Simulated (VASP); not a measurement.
Here is a VASP 6.6.1 calculation.

INCAR

```
ALGO = Normal
EDIFF = 1E-7
ENCUT = 520
GGA = PE
ISIF = 2
ISMEAR = 0
LASPH = T
LCHARG = F
LREAL = F
LWAVE = F
NBANDS = 34
NELM = 100
PREC = Accurate
SIGMA = 0.1
```

The input KPOINTS:

```
k-points
0
Gamma
  4 4 4
```

Contents of POSCAR:

```
Zr2NbC3
1.0
    3.3637298106     -3.6246787796      0.0000000000
    3.3637298106      3.6246787796      0.0000000000
    0.0000000000      0.0000000000      3.3413240547
Zr Nb C
2 1 3
Direct
    0.5000000000      0.0000000000      0.5000000000
    0.0000000000      0.5000000000      0.5000000000
    0.0000000000      0.0000000000      0.0000000000
    0.7137858528      0.2862141472      0.0000000000
    0.2862141472      0.7137858528      0.0000000000
    0.5000000000      0.5000000000      0.5000000000
```

Potentials or basis: VASP PAW PBE potentials, release 64 (Zr_sv, Nb_sv, C).

Launch:

```console
$ cat potpaw_PBE.64/Zr_sv/POTCAR potpaw_PBE.64/Nb_sv/POTCAR potpaw_PBE.64/C/POTCAR > POTCAR
$ mpirun -np 1 vasp_std > vasp.out
```

Q: Estimate the band gap on the k mesh.

A: Zero (an odd number of electrons rules out a gap without spin polarisation).

Q: Predict the pressure.

A: 0.0 GPa.

Q: Predict the largest force.

A: 0.011 eV/Å.

Stress tensor (GPa, compression positive):
```
 0.32  0.00  0.00
 0.00 -0.14  0.00
 0.00  0.00 -0.03
```

Caveat: the k points lie up to 0.47 Å⁻¹ apart, too coarse for converged energies and pressures of a metal.
